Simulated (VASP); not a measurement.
Input of a VASP 6.6.1 run:

The input POSCAR:

```
TlBr
1.0
    3.8402443642      0.0000000000      0.0000000000
    0.0000000000      3.8402443642      0.0000000000
    0.0000000000      0.0000000000      3.8402443642
Tl Br
1 1
Direct
    0.0000000000      0.0000000000      0.0000000000
    0.5000000000      0.5000000000      0.5000000000
```

File INCAR.step1:

```
PREC = Accurate
ENCUT = 550
ISMEAR = 0
SIGMA = 0.01
LREAL = False
LASPH = True
NELM = 120
NBANDS = 17
GGA = PE
ALGO = Normal
EDIFF = 1E-5
LWAVE = True
LCHARG = False
GGA_COMPAT = False
```

The input INCAR.step2:

```
PREC = Accurate
ENCUT = 550
EDIFF = 1E-6
ISMEAR = 0
SIGMA = 0.01
LREAL = False
LASPH = True
NELM = 120
ALGO = Normal
ISIF = 2
LWAVE = False
LCHARG = False
METAGGA = R2SCAN
LMIXTAU = True
NBANDS = 17
ISTART = 1
GGA_COMPAT = False
```

File KPOINTS:

```
Automatic mesh
0
Gamma
  6 6 6
```

Potentials or basis: VASP PAW PBE potentials, release 64 (Tl_d, Br).

Launch:

```bash
$ cat potpaw_PBE.64/Tl_d/POTCAR potpaw_PBE.64/Br/POTCAR > POTCAR
$ cp INCAR.step1 INCAR
$ mpirun -np 1 vasp_std > vasp.out
$ cp INCAR.step2 INCAR
$ mpirun -np 1 vasp_std > vasp.out
```

(1) Estimate the band gap on the k mesh.

(2) Predict the pressure.

Answers

(1) 2.00 eV, direct.

(2) 4.0 GPa.

Caveat: the PAW data sets were made with another functional, which shifts forces and pressure a little; spin-orbit coupling is left out, which moves the levels of the heavy elements.
